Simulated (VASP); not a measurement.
# FeCo (Pm-3m) in VASP: single point with PBE

Aim: the single point of FeCo with PBE.

Everything below comes from runs of VASP 6.6.1. Logs are shortened: lines on timing, memory, paths and dates and some standing lists are left out, and cuts for length are marked.

### 1 The cell of the first run

Symmetry: Pm-3m, No. 221, cubic system. Conventional cell: a = 2.882 Å, b = 2.882 Å, c = 2.882 Å, α = 90.00°, β = 90.00°, γ = 90.00°. Co (site symmetry m-3m) has 8 Fe at 2.50 Å and 6 Co at 2.88 Å within 3.3 Å. Within 3.3 Å of Fe (site symmetry m-3m) lie 8 Co at 2.50 Å and 6 Fe at 2.88 Å.

### 2 Single point, PBE

Input file INCAR:

```
ALGO     = Normal         # electronic algorithm
EDIFF    = 1E-6           # SCF threshold, eV
ENCUT    = 600            # plane-wave cutoff, eV
GGA      = PE             # functional
GGA_COMPAT= False        
ISIF     = 2              # what is computed and relaxed
ISMEAR   = -1             # smearing method
LASPH    = True           # aspherical terms in the spheres
LCHARG   = False          # write CHGCAR
LREAL    = False          # projectors in reciprocal space
LWAVE    = False          # write WAVECAR
NBANDS   = 16             # bands
NELM     = 120            # most SCF steps
PREC     = Accurate       # precision mode
SIGMA    = 0.1            # smearing width, eV
```

Input file KPOINTS:

```
k-points
0
Gamma
  12 12 12
```

Input file POSCAR:

```
FeCo
1.0
    2.8824960000      0.0000000000      0.0000000000
    0.0000000000      2.8824960000      0.0000000000
    0.0000000000      0.0000000000      2.8824960000
Co Fe
1 1
Direct
    0.0000000000      0.0000000000      0.0000000000
    0.5000000000      0.5000000000      0.5000000000
```

Potentials or basis: VASP PAW PBE potentials, release 64 (Co, Fe).

Run with:

```sh
$ cat potpaw_PBE.64/Co/POTCAR potpaw_PBE.64/Fe/POTCAR > POTCAR
$ mpirun -np 1 vasp_std > vasp.out
```

OUTCAR:

```text
EDIFF = 1E-6
   ENCUT = 600
   GGA = PE
   ISIF = 2
   ISMEAR = -1
   LASPH = True
   LREAL = False
   NELM = 120
   PREC = Accurate

 ion  position               nearest neighbor table
   1  0.000  0.000  0.000-   2 2.50   2 2.50   2 2.50   2 2.50   2 2.50   2 2.50   2 2.50   2 2.50

   2  0.500  0.500  0.500-   1 2.50   1 2.50   1 2.50   1 2.50   1 2.50   1 2.50   1 2.50   1 2.50

  LATTYP: Found a simple cubic cell.
 ALAT       =     2.8824960000

  Lattice vectors:

 A1 = (   2.8824960000,   0.0000000000,   0.0000000000)
 A2 = (   0.0000000000,   2.8824960000,   0.0000000000)
 A3 = (   0.0000000000,   0.0000000000,   2.8824960000)

Analysis of symmetry for initial positions (statically):
=====================================================================
 Subroutine PRICEL returns:
 Original cell was already a primitive cell.

 Routine SETGRP: Setting up the symmetry group for a
 simple cubic supercell.

 Subroutine GETGRP returns: Found 48 space group operations
 (whereof 48 operations were pure point group operations)
 out of a pool of 48 trial point group operations.

The static configuration has the point symmetry O_h .

Analysis of symmetry for dynamics (positions and initial velocities):
=====================================================================
 Subroutine PRICEL returns:
 Original cell was already a primitive cell.

 Routine SETGRP: Setting up the symmetry group for a
 simple cubic supercell.

 Subroutine GETGRP returns: Found 48 space group operations
 (whereof 48 operations were pure point group operations)
 out of a pool of 48 trial point group operations.

The dynamic configuration has the point symmetry O_h .

 Subroutine INISYM returns: Found 48 space group operations
 (whereof 48 operations are pure point group operations),
 and found     1 'primitive' translations

----------------------------------------------------------------------------------------

                                     Primitive cell

  volume of cell :      23.9500

  direct lattice vectors                    reciprocal lattice vectors
     2.882496000  0.000000000  0.000000000     0.346921557  0.000000000  0.000000000
     0.000000000  2.882496000  0.000000000     0.000000000  0.346921557  0.000000000
     0.000000000  0.000000000  2.882496000     0.000000000  0.000000000  0.346921557

  length of vectors
     2.882496000  2.882496000  2.882496000     0.346921557  0.346921557  0.346921557

[... 79 lines left out ...]
   NELM   =    120;   NELMIN=  2; NELMDL= -5     # of ELM steps
   EDIFF  = 0.1E-05   stopping-criterion for ELM
   LREAL  =      F    real-space projection
   EDIFFG = 0.1E-04   stopping-criterion for IOM
   NSW    =      0    number of steps for IOM
   IBRION =     -1    ionic relax: 0-MD 1-quasi-New 2-CG
   NFREE  =      0    steps in history (QN), initial steepest desc. (CG)
   ISIF   =      2    stress and relaxation
   ISYM   =      2    0-nonsym 1-usesym 2-fastsym
   POTIM  = 0.5000    time-step for ionic-motion
   TEBEG  =    0.0;   TEEND  =   0.0 temperature during run
   PSTRESS=    0.0 pullay stress
   NELECT =      17.0000    total number of electrons
   NUPDOWN=      -1.0000    fix difference up-down
   EMIN   =  10.00;   EMAX   =-10.00  energy-range for DOS
   EFERMI =   0.00;   METHOD = LEGACY
   ISMEAR =    -1;   SIGMA  =   0.10  broadening in eV -4-tet -1-fermi 0-gaus
   EFERMI_NEDOS =   21; number of points for ismear=-14 and -15
   IALGO  =     38    algorithm
   IMIX   =      4    mixing-type and parameters
     AMIX     =   0.40;   BMIX     =  1.00
     AMIX_MAG =   1.60;   BMIX_MAG =  1.00
  volume/ion in A,a.u.               =      11.98        80.81
  Fermi-wavevector in a.u.,A,eV,Ry     =   1.460346  2.759654 29.015926  2.132610
  Thomas-Fermi vector in A             =   2.576806
   LORBIT       =      0    0 simple, 1 ext, 2 COOP (PROOUT), +10 PAW based schemes
   GGA     = PE    functional components
   LHFCALC =     F    Hartree Fock is set to
   AEXX    =    0.0000 exact exchange contribution
   IVDW    =     0    specifies the selected vdW correction
   LEPSILON=     F    determine dielectric tensor
   LRPA    =     F    only Hartree local field effects (RPA)
 non-spin polarized calculation
  energy-cutoff  :      600.00
  volume of cell :       23.95
 maximum number of plane-waves:       840
 NGX is ok and might be reduce to    24
   NGX = 11   NGY = 11   NGZ = 11

 number of electron      16.9999995 magnetization

 Free energy of the ion-electron system (eV)
  ---------------------------------------------------
  ext. energy  EPLUGINS =         0.00000000
  ---------------------------------------------------
  free energy    TOTEN  =       -14.20112215 eV

  energy without entropy =      -13.95099812  energy(sigma->0) =      -14.07606013

 E-fermi :   7.0095     XC(G=0): -12.8564

 val. band max:        7.0092069044   @ k =   0.3333   0.2500   0.0833
 cond. band min:       7.0247724601   @ k =   0.4167   0.3333   0.1667
 fundamental gap:      0.0155655557
 Fermi energy:         7.0095196821

 k-point     1 :       0.0000    0.0000    0.0000
  band No.  band energies     occupation
      1      -1.0998      2.00000
      2       3.3328      2.00000
      3       3.3328      2.00000
      4       5.4971      2.00000
      5       5.4971      2.00000
      6       5.4971      2.00000
[... 433 lines left out ...]
      3       4.6858      2.00000
      4       4.8766      2.00000
      5       5.4747      2.00000
      6       5.8614      1.99998
[... 8 lines left out ...]
     15      23.7258      0.00000
     16      24.5589      0.00000

 [... further k-points ...]

------------------------ aborting loop because EDIFF is reached ----------------------------------------

  FORCE on cell =-STRESS in cart. coord.  units (eV):
  Direction    XX          YY          ZZ          XY          YZ          ZX
  --------------------------------------------------------------------------------------
  -------------------------------------------------------------------------------------
  Total       -3.5090902     -3.5090902     -3.5090902      0.0000000      0.0000000      0.0000000
  in kB     -234.7464166   -234.7464166   -234.7464166      0.0000000      0.0000000      0.0000000
  external PRESSURE =    -234.7464166 kB  Pullay stress =       0.0000000 kB

 VOLUME and BASIS-vectors are now :
 -----------------------------------------------------------------------------
  energy-cutoff  :      600.00
  volume of cell :       23.95
      direct lattice vectors                 reciprocal lattice vectors
     2.882496000  0.000000000  0.000000000     0.346921557  0.000000000  0.000000000
     0.000000000  2.882496000  0.000000000     0.000000000  0.346921557  0.000000000
     0.000000000  0.000000000  2.882496000     0.000000000  0.000000000  0.346921557

 POSITION                                       TOTAL-FORCE (eV/Angst)
 -----------------------------------------------------------------------------------
      0.00000      0.00000      0.00000         0.000000      0.000000      0.000000
      1.44125      1.44125      1.44125         0.000000      0.000000      0.000000
 -----------------------------------------------------------------------------------
    total drift:                                0.000000      0.000000     -0.000000

  FREE ENERGIE OF THE ION-ELECTRON SYSTEM (eV)
  ---------------------------------------------------
  free  energy   TOTEN  =       -14.2011221475 eV

  energy  without entropy=      -13.9509981211  energy(sigma->0) =      -14.07606013
```

Run time: 36 s. Hardware: 1 thread of Intel Xeon Platinum 8259CL at 2.50GHz (Skylake/Cascade Lake), shared host; peak memory 0.17 GiB.

Results:

| Property | Result |
| --- | --- |
| Free energy | -14.2011 eV |
| Pressure | -23.5 GPa |

Levels at points of the mesh, in eV from the Fermi level:
| k point | band 5 | band 6 | band 7 | band 8 | band 9 | band 10 | band 11 | band 12 | band 13 | band 14 |
| --- | --- | --- | --- | --- | --- | --- | --- | --- | --- | --- |
| (0.00, 0.00, 0.00) | -1.51 | -1.51 | -0.13 | -0.13 | 0.70 | 0.70 | 0.70 | 9.55 | 9.55 | 9.55 |
| (0.50, 0.00, 0.00) | -1.27 | -1.27 | -0.97 | -0.97 | -0.63 | -0.21 | 0.58 | 1.08 | 16.31 | 16.31 |
| (0.50, 0.50, 0.00) | -0.25 | -0.17 | -0.08 | 0.28 | 0.52 | 0.52 | 0.93 | 0.93 | 6.96 | 7.12 |
| (0.50, 0.50, 0.50) | -2.45 | -2.45 | -0.14 | -0.14 | 0.32 | 0.32 | 8.30 | 8.30 | 8.30 | 8.44 |

Caveat: the run has no spin polarisation, though such a crystal can be magnetic. Spin polarisation is off, so any magnetic state and its effect on volume and gap are missing.
